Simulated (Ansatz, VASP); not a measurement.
One calculation of Pb, two programs

```
Pb
1.0
     0.00000    2.52048    2.52048
     2.52048    0.00000    2.52048
     2.52048    2.52048    0.00000
Pb
1
Direct
  0.00000 0.00000 0.00000
```

Alike in both runs: task electric field gradients; functional PBE; k mesh 13 × 13 × 13; occupations fermi-dirac, width 0.05 eV; no spin polarisation.

```csv
,VASP,Ansatz
version,VASP 6.6.1,Ansatz 0.2.0
potentials or method,"VASP PAW PBE potentials, release 64 (Pb_d), cutoff 520 eV","all-electron PAW with datasets made for the crystal, scalar-relativistic"
```

|  | VASP | Ansatz | Ansatz less VASP |
| --- | --- | --- | --- |
| pressure (GPa) | -0.1 | 0.0 | +0.06 |

Ansatz ran all-electron here, and VASP with PAW potentials.

Neither program's run includes spin-orbit coupling.
